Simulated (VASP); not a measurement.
Write the native input for VASP 6.6.1 that does the following.

```yaml
Task: single point
Functional: PBE
Potentials_or_basis: VASP PAW PBE potentials, release 64 (Co, O)
Cutoff: 520 eV
k_mesh: 10 × 10 × 10
Occupations: fermi-dirac, width 0.05 eV
Spin: collinear spin, ferromagnetic start
Starting_moments: "[3.0, 0.0] μB"
Dipole_correction: no
Further_INCAR_settings: ALGO = Normal; EDIFF = 1e-06; NBANDS = 18
```

The structure of CoO lies in POSCAR:

```
CoO
1.0
    0.0000000000      2.3591630992      2.3591630992
    2.3591630992      0.0000000000      2.3591630992
    2.3591630992      2.3591630992      0.0000000000
Co O
1 1
Direct
    0.0000000000      0.0000000000      0.0000000000
    0.2500000000      0.2500000000      0.2500000000
```

These files were run (other wordings do the same):

INCAR

```
ALGO = Normal
EDIFF = 1E-6
ENCUT = 520
GGA = PE
ISIF = 2
ISMEAR = -1
ISPIN = 2
LASPH = T
LCHARG = T
LELF = T
LMAXMIX = 4
LORBIT = 11
LREAL = F
LVHAR = T
LWAVE = F
MAGMOM = 3 0
NBANDS = 18
NELM = 150
PREC = Accurate
SIGMA = 0.05
```

KPOINTS

```
k-points
0
Gamma
  10 10 10
```

Potentials or basis: VASP PAW PBE potentials, release 64 (Co, O).

Command:

```bash
$ cat potpaw_PBE.64/Co/POTCAR potpaw_PBE.64/O/POTCAR > POTCAR
$ mpirun -np 1 vasp_std > vasp.out
```

It gave:

```json
{
  "Pressure": "-13.7 GPa",
  "Band gap on the k mesh": "zero (filled and empty bands overlap)",
  "Net moment": "2.99 μB per cell",
  "Site moments": "Co +2.56; O +0.32 μB",
  "Valence electrons inside the program's atomic spheres": "Co 7.77; O 4.94"
}
```

Caveat: the cell stands under tension; a cell with one magnetic atom can't hold antiferromagnetic order, which such compounds often take; semilocal functionals often make such compounds metallic where correlation or magnetic order opens a gap, which also shifts bond lengths.

It took 30 s on 1 thread of Intel(R) Xeon(R) 6975P-C (Granite Rapids), with other jobs on the host, peak memory 0.19 GiB.
